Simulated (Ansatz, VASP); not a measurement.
# KBr: VASP beside Ansatz

```
CELL_PARAMETERS angstrom
0.00000 3.33583 3.33583
3.33583 0.00000 3.33583
3.33583 3.33583 0.00000
ATOMIC_POSITIONS crystal
K 0.00000 0.00000 0.00000
Br 0.50000 0.50000 0.50000
```

Change from the starting cell: functional lda, volume scaled by 1.04.

Alike in both runs: task single point; functional LDA; k mesh 7 × 7 × 7; occupations fermi-dirac, width 0.01 eV; no spin polarisation.

|  | VASP | Ansatz |
| --- | --- | --- |
| version | VASP 6.6.1 | Ansatz 0.2.0 |
| potentials or method | VASP PAW LDA potentials, release 64 (K_sv, Br), cutoff 500 eV | all-electron LAPW, scalar-relativistic |

```csv
,VASP,Ansatz,Ansatz less VASP
gap on the k mesh at the Fermi level (eV),3.96,3.95,-0.007
pressure (GPa),-2.0,-2.0,-0.03
```

LDA's correlation is that of Perdew and Zunger in VASP and of Perdew and Wang (1992) in Ansatz. Ansatz ran all-electron here, and VASP with PAW potentials.
